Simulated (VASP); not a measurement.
Wanted: the native input for a VASP 6.6.1 run.

```
Task                   : single point
Functional             : PBE
Potentials or basis    : VASP PAW PBE potentials, release 64 (Al, N)
Cutoff                 : 520 eV
k mesh                 : 10 × 10 × 10
Occupations            : gaussian, width 0.05 eV
Spin                   : no spin polarisation
Dipole correction      : no
Further INCAR settings : ALGO = Normal; EDIFF = 1e-06; NBANDS = 11
```

The structure of AlN lies in POSCAR:

```
AlN
1.0
    0.0426787253      2.1347731028      2.1347731028
    2.1347731028      0.0426787253      2.1347731028
    2.1347731028      2.1347731028      0.0426787253
Al N
1 1
Direct
    0.5000000000      0.5000000000      0.5000000000
    0.0000000000      0.0000000000      0.0000000000
```

These files were run (other wordings do the same):

INCAR

```
  ALGO = Normal
  EDIFF = 1E-6
  ENCUT = 520
  GGA = PE
  ISIF = 2
  ISMEAR = 0
  LASPH = True
  LCHARG = True
  LELF = True
  LREAL = False
  LVHAR = True
  LWAVE = False
  NBANDS = 11
  NELM = 100
  PREC = Accurate
  SIGMA = 0.05
```

KPOINTS

```
k-points
0
Gamma
  10 10 10
```

Potentials or basis: VASP PAW PBE potentials, release 64 (Al, N).

Run with:

```sh
$ cat potpaw_PBE.64/Al/POTCAR potpaw_PBE.64/N/POTCAR > POTCAR
$ mpirun -np 1 vasp_std > vasp.out
```

It gave:

| Item | Value |
| --- | --- |
| Pressure | -22.7 GPa |
| Band gap on the k mesh | 3.22 eV, indirect (least direct gap 3.72 eV) |

Wall time 48 s on 1 thread of AMD EPYC 7R13 (shared host), peak memory 0.12 GiB.
